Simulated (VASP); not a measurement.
Here is a VASP 6.6.1 calculation.

The input INCAR:

```
PREC     = Accurate       # precision mode
ENCUT    = 600            # plane-wave cutoff, eV
EDIFF    = 1E-6           # SCF threshold, eV
ISMEAR   = -1             # smearing method
SIGMA    = 0.05           # smearing width, eV
LREAL    = F              # projectors in reciprocal space
LASPH    = T              # aspherical terms in the spheres
NELM     = 100            # most SCF steps
ALGO     = Normal         # electronic algorithm
ISIF     = 3              # what is computed and relaxed
LWAVE    = F              # write WAVECAR
LCHARG   = F              # write CHGCAR
GGA      = CA             # functional
IBRION   = 2              # ionic algorithm
NSW      = 60             # ionic steps
EDIFFG   = -0.01          # ionic threshold
```

The input KPOINTS:

```
regular mesh
0
Gamma
  10 10 3
```

POSCAR

```
ScTaN
1.0
    3.0850655424      0.0000000000      0.0000000000
   -1.5425327712      2.6717451321      0.0000000000
    0.0000000000      0.0000000000     10.3401360000
Ta Sc N
2 2 2
Direct
    0.3333333333      0.6666666667      0.2456310000
    0.6666666667      0.3333333333      0.7543690000
    0.0000000000      0.0000000000      0.0000000000
    0.0000000000      0.0000000000      0.5000000000
    0.3333333333      0.6666666667      0.6298410000
    0.6666666667      0.3333333333      0.3701590000
```

Potentials or basis: VASP PAW LDA potentials, release 64 (Ta_pv, Sc_sv, N).

The run is started by

```bash
$ cat potpaw_LDA.64/Ta_pv/POTCAR potpaw_LDA.64/Sc_sv/POTCAR potpaw_LDA.64/N/POTCAR > POTCAR
$ mpirun -np 1 vasp_std > vasp.out
```

(1) Predict the relaxed cell.

(2) What does it give for the relaxed volume?

## Answers

(1) a = 3.035 Å, b = 3.035 Å, c = 10.139 Å, α = 90.00°, β = 90.00°, γ = 120.00°.

(2) 13.48 Å³/atom.
